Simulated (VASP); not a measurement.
Write the native input for VASP 6.6.1 that does the following.

```
Task                   : single point
Functional             : r2SCAN
Potentials or basis    : VASP PAW PBE potentials, release 64 (K_sv, Br)
Cutoff                 : 520 eV
k mesh                 : 6 × 6 × 4
Occupations            : gaussian, width 0.01 eV
Spin                   : no spin polarisation
Dipole correction      : no
Further INCAR settings : ALGO = Normal; EDIFF = 1e-07; NBANDS = 24
```

Crystal: KBr.

```
K Br
1.0
     4.60444    0.00000    0.00000
    -2.30222    3.98756    0.00000
     0.00000    0.00000    8.09948
K Br
2 2
Cartesian
  0.0000 0.0000 0.0000
  0.0000 0.0000 4.0497
  0.0000 2.6584 2.0249
  2.3022 1.3292 6.0746
```

These files were run (other wordings do the same):

POSCAR

```
KBr
1.0
    4.6044427579      0.0000000000      0.0000000000
   -2.3022213790      3.9875643986      0.0000000000
    0.0000000000      0.0000000000      8.0994764815
K Br
2 2
Direct
    0.0000000000      0.0000000000      0.0000000000
    0.0000000000      0.0000000000      0.5000000000
    0.3333333333      0.6666666667      0.2500000000
    0.6666666667      0.3333333333      0.7500000000
```

INCAR.step1

```
  PREC = Accurate
  ENCUT = 520
  ISMEAR = 0
  SIGMA = 0.01
  LREAL = F
  LASPH = T
  NELM = 100
  NBANDS = 24
  GGA = PE
  ALGO = Normal
  EDIFF = 1E-4
  LWAVE = T
  LCHARG = F
```

INCAR.step2

```
  PREC = Accurate
  ENCUT = 520
  EDIFF = 1E-7
  ISMEAR = 0
  SIGMA = 0.01
  LREAL = F
  LASPH = T
  NELM = 100
  ALGO = Normal
  ISIF = 2
  LWAVE = F
  LCHARG = F
  METAGGA = R2SCAN
  LMIXTAU = T
  NBANDS = 24
  ISTART = 1
```

KPOINTS

```
regular mesh
0
Gamma
  6 6 4
```

Potentials or basis: VASP PAW PBE potentials, release 64 (K_sv, Br).

Launch:

```console
$ cat potpaw_PBE.64/K_sv/POTCAR potpaw_PBE.64/Br/POTCAR > POTCAR
$ cp INCAR.step1 INCAR
$ mpirun -np 1 vasp_std > vasp.out
$ cp INCAR.step2 INCAR
$ mpirun -np 1 vasp_std > vasp.out
```

Results of the run:

```yaml
Pressure: -0.4 GPa
Band_gap_on_the_k_mesh: 4.92 eV
```

Caveat: the PAW data sets were made with another functional, which shifts forces and pressure a little.

Wall time 2.8 min on 1 thread of Intel(R) Xeon(R) 6975P-C (Granite Rapids), on a shared host, peak memory 0.32 GiB.
